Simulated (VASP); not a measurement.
**Na: single point with PBEsol**

The system is Na.

```
CELL_PARAMETERS angstrom
-2.44756 2.44756 2.44756
2.44756 -2.44756 2.44756
2.44756 2.44756 -2.44756
ATOMIC_POSITIONS crystal
Na 0.00000 0.00000 0.00000
```

This cell differs from its parent crystal: Cs replaced by Na, lengths x 0.808, strained.

```
Program             : VASP 6.6.1
Task                : single point
Functional          : PBEsol
Potentials or basis : VASP PAW PBE potentials, release 64 (Na_pv)
Cutoff              : 520 eV
k mesh              : 12 × 12 × 12
Occupations         : gaussian, width 0.1 eV
Spin                : no spin polarisation
```

* Pressure: -1.5 GPa

Levels at points of the mesh, in eV from the Fermi level:
| k point | band 1 | band 2 | band 3 | band 4 | band 5 | band 6 | band 7 |
| --- | --- | --- | --- | --- | --- | --- | --- |
| (0.00, 0.00, 0.00) | -25.23 | -25.23 | -25.23 | -2.40 | 9.10 | 9.10 | 9.10 |
| (0.50, 0.00, 0.00) | -25.23 | -25.23 | -25.23 | 0.70 | 0.80 | 6.51 | 6.54 |
| (0.50, 0.50, 0.50) | -25.23 | -25.23 | -25.23 | 3.60 | 3.60 | 3.60 | 3.82 |

It took 11 s on 1 thread of Intel(R) Xeon(R) 6975P-C (Granite Rapids), with other jobs on the host, peak memory 0.18 GiB.

Caveat: the cell differs from its parent crystal (Cs replaced by Na, lengths x 0.808, strained); the PAW data sets were made with another functional, which shifts forces and pressure a little.
